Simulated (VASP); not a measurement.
Input of a VASP 6.6.1 run:

INCAR

```
PREC = Accurate
ENCUT = 520
EDIFF = 1E-6
ISMEAR = 0
SIGMA = 0.15
LREAL = False
LASPH = True
NELM = 100
ALGO = Fast
ISIF = 2
LWAVE = False
LCHARG = False
GGA = PS
NBANDS = 20
```

Contents of KPOINTS:

```
Automatic mesh
0
Gamma
  18 18 16
```

File POSCAR:

```
Ga
1.0
    1.4500000000     -4.0650000000      0.0000000000
    1.4500000000      4.0650000000      0.0000000000
    0.0000000000      0.0000000000      3.1700000000
Ga
2
Direct
    0.8546998770      0.1453001230      0.2500000000
    0.1330000000      0.8670000000      0.7500000000
```

Potentials or basis: VASP PAW PBE potentials, release 64 (Ga_d).

Run with:

```bash
$ cat potpaw_PBE.64/Ga_d/POTCAR > POTCAR
$ mpirun -np 1 vasp_std > vasp.out
```

**Question.** What does it give for the band gap on the k mesh?

**Answer.** Zero (bands 13 and 14 overlap by 8.85 eV).

**Question.** What does it give for the largest force?

**Answer.** 0.236 eV/Å.

**Question.** Estimate the pressure.

**Answer.** -1.7 GPa.

Forces in eV/Å, atoms in the order of the input:
```
Ga   0.000 -0.236  0.000
Ga   0.000  0.236  0.000
```

Caveat: the cell differs from its parent crystal (atom 1 (Ga) moved by (+0.000, +0.100) A along x and y); the PAW data sets were made with another functional, which shifts forces and pressure a little.
